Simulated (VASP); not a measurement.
Here is a VASP 6.6.1 calculation.

POSCAR

```
ZrSe2
1.0
    3.8091785400      0.0000000000      0.0000000000
   -1.9045892700      3.2988453800      0.0000000000
    0.0000000000      0.0000000000      6.4013938500
Zr Se
1 2
Direct
    0.0000000000      0.0000000000      0.0000000000
    0.3333333300      0.6666666700      0.2439474200
    0.6666666700      0.3333333300      0.7560525800
```

File INCAR.step1:

```
  ALGO = Normal
  EDIFF = 1E-5
  ENCUT = 400
  GGA = PE
  GGA_COMPAT = F
  ISIF = 2
  ISMEAR = -1
  KPAR = 4
  LASPH = T
  LCHARG = F
  LREAL = F
  LWAVE = T
  NBANDS = 19
  NELM = 120
  PREC = Accurate
  SIGMA = 0.02
```

Contents of INCAR.step2:

```
  AEXX = 0.25
  ALGO = Normal
  EDIFF = 1E-6
  ENCUT = 400
  GGA = PE
  GGA_COMPAT = F
  ISIF = 2
  ISMEAR = -1
  ISTART = 1
  KPAR = 4
  LASPH = T
  LCHARG = F
  LHFCALC = T
  LREAL = F
  LWAVE = F
  NBANDS = 19
  NELM = 120
  PREC = Accurate
  PRECFOCK = Normal
  SIGMA = 0.02
```

File KPOINTS:

```
k-points
0
Gamma
  6 6 4
```

Potentials or basis: VASP PAW PBE potentials, release 64 (Zr_sv, Se).

Launch:

```bash
$ cat potpaw_PBE.64/Zr_sv/POTCAR potpaw_PBE.64/Se/POTCAR > POTCAR
$ cp INCAR.step1 INCAR
$ mpirun -np 4 vasp_std > vasp.out
$ cp INCAR.step2 INCAR
$ mpirun -np 4 vasp_std > vasp.out
```

Q: Predict the band gap on the k mesh.

A: 1.78 eV (least direct gap 2.55 eV).

Q: Estimate the largest force.

A: 0.116 eV/Å.

Stress tensor (GPa, compression positive):
```
-0.86  0.00  0.00
 0.00 -0.86  0.00
 0.00  0.00 -0.27
```

Caveat: the PAW data sets were made with another functional, which shifts forces and pressure a little; this functional lacks dispersion, which binds layers or chains, so the pressure and a relaxed spacing across them are unreliable.

**What was measured.**

“Stress-Tuned Optical Transitions in Layered 1T-MX2 (M= Hf, Zr, Sn; X= S, Se) Crystals”, 2022, arxiv:2210.12074 quotes, for a bulk crystal of ZrSe2: band gap 1.2 eV (indirect).

A measured gap of ZrSe2 is 1.2 eV (indirect; quoted in “Stress-Tuned Optical Transitions in Layered 1T-MX2 (M= Hf, Zr, Sn; X= S, Se) Crystals”, 2022, arxiv:2210.12074); the calculated 1.78 eV misses it by +0.58 eV. Spin-orbit coupling on Se, Zr is left out. The value is that of PBE0 on a finite k mesh, which can miss the band edges, without temperature or zero-point motion.
